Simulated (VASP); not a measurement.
Here is a VASP 6.6.1 calculation.

The input INCAR:

```
SYSTEM = Sn
PREC = Accurate
ENCUT = 500
EDIFF = 1E-6
ISMEAR = -5
SIGMA = 0.1
LREAL = .FALSE.
LASPH = .TRUE.
NELM = 120
ALGO = Normal
ISIF = 2
LWAVE = .FALSE.
LCHARG = .TRUE.
GGA = PE
LELF = .TRUE.
LVHAR = .TRUE.
NBANDS = 13
GGA_COMPAT = .FALSE.
```

KPOINTS

```
Automatic mesh
0
G
  6 6 6
  0 0 0
```

Contents of POSCAR:

```
Sn
1.0
   -1.8946518192      1.8946518192      1.8946518192
    1.8946518192     -1.8946518192      1.8946518192
    1.8946518192      1.8946518192     -1.8946518192
Sn
1
Direct
    0.0000000000      0.0000000000      0.0000000000
```

Potentials or basis: VASP PAW PBE potentials, release 64 (Sn_d).

Launch:

```bash
$ cat potpaw_PBE.64/Sn_d/POTCAR > POTCAR
$ mpirun -np 1 vasp_std > vasp.out
```

Question: Estimate the band gap on the k mesh.

Answer: Zero (band 7 reaches 16.05 eV, above the bottom of band 8 at 5.63 eV).

Question: Predict the pressure.

Answer: 2.0 GPa.

Caveat: the k points lie up to 0.39 Å⁻¹ apart; spin-orbit coupling is left out, which moves the levels of the heavy elements; tetrahedron occupations give inexact forces and stress in metals.
